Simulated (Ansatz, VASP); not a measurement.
## Sr2FeCl: VASP beside Ansatz

```xyz
4
Lattice="1.9568 3.3892 0.0000 -1.9568 3.3892 0.0000 0.0000 -2.2595 7.0106" Properties=species:S:1:pos:R:3 pbc="T T T"
Fe    0.0000    2.2595    3.5053
Cl    0.0000    0.0000    0.0000
Sr    0.0000    0.0000    4.8541
Sr    0.0000    4.5190    2.1565
```

Alike in both runs: task single point; functional PBE; k mesh 10 × 10 × 10; no spin polarisation.

|  | VASP | Ansatz |
| --- | --- | --- |
| version | VASP 6.6.1 | Ansatz 0.2.0 |
| potentials or method | VASP PAW PBE potentials, release 64 (Fe, Cl, Sr_sv), cutoff 520 eV | PAW plane waves |
| occupations | fermi-dirac, width 0.1 eV | fermi-dirac |
| valence electrons in the cell | 35 | 43 |

```csv
,VASP,Ansatz,Ansatz less VASP
pressure (GPa),14.5,14.1,-0.46
"traceless stress, the component that is largest in VASP (GPa)",1.12,1.11,-0.010
rms of the force components (eV/Å),1.249,1.214,-0.0351
```

Atom by atom the forces differ by 0.035 eV/Å (rms over components). VASP's potentials hold 35 valence electrons a cell and Ansatz's 43, so a difference there can come from the potentials and not from the codes. Ansatz's warnings: structure snapped to symmetry.
